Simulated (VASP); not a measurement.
Wanted: the native input for a VASP 6.6.1 run.

- Task: single point
- Functional: PBEsol
- Dispersion: D3(BJ)
- Potentials or basis: VASP PAW PBE potentials, release 64 (Ga_d, N)
- Cutoff: 520 eV
- k mesh: 10 × 10 × 10
- Occupations: fermi-dirac, width 0.05 eV
- Spin: no spin polarisation
- Dipole correction: no
- Further INCAR settings: ALGO = Normal; EDIFF = 1e-07; NBANDS = 16

The structure of GaN lies in POSCAR:

```
GaN
1.0
    0.0000000000      2.2230441631      2.2230441631
    2.2230441631      0.0000000000      2.2230441631
    2.2230441631      2.2230441631      0.0000000000
Ga N
1 1
Direct
    0.0000000000      0.0000000000      0.0000000000
    0.2500000000      0.2500000000      0.2500000000
```

These files were run (other wordings do the same):

INCAR

```
ALGO = Normal
EDIFF = 1E-7
ENCUT = 520
GGA = PS
ISIF = 2
ISMEAR = -1
IVDW = 12
LASPH = True
LCHARG = False
LREAL = False
LWAVE = False
NBANDS = 16
NELM = 100
PREC = Accurate
SIGMA = 0.05
```

KPOINTS

```
k-points
0
Gamma
  10 10 10
```

Potentials or basis: VASP PAW PBE potentials, release 64 (Ga_d, N).

Run with:

```bash
$ cat potpaw_PBE.64/Ga_d/POTCAR potpaw_PBE.64/N/POTCAR > POTCAR
$ mpirun -np 1 vasp_std > vasp.out
```

It gave:

The pressure is 3.4 GPa. The band gap on the k mesh is 1.94 eV, direct and the dispersion energy per atom is -0.230 eV.

Caveat: the PAW data sets were made with another functional, which shifts forces and pressure a little.

Run time: 21 s on 1 thread of Intel Xeon 6975P-C, with other jobs on the host, peak memory 0.16 GiB.
